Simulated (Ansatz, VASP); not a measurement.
**ZrB2: VASP beside Ansatz**

```
Zr B
1.0
     3.10529    0.00000    0.00000
    -1.55264    2.68926    0.00000
     0.00000    0.00000    3.46088
Zr B
1 2
Direct
  0.00000 0.00000 0.00000
  0.66667 0.33333 0.50000
  0.33333 0.66667 0.50000
```

Change from the starting cell: volume scaled by 0.94.

Alike in both runs: task single point; functional PBE; k mesh 10 × 10 × 8; occupations fermi-dirac, width 0.05 eV; no spin polarisation.

|  | VASP | Ansatz |
| --- | --- | --- |
| version | VASP 6.6.1 | Ansatz 0.2.0 |
| potentials or method | VASP PAW PBE potentials, release 64 (Zr_sv, B), cutoff 520 eV | all-electron LAPW, scalar-relativistic |

|  | VASP | Ansatz | Ansatz less VASP |
| --- | --- | --- | --- |
| gap on the k mesh at the Fermi level (eV) | none | none | - |
| pressure (GPa) | 17.9 | 17.7 | -0.15 |

A gap of «none» marks a metal or a gap that the smearing closes. Ansatz ran all-electron here, and VASP with PAW potentials.
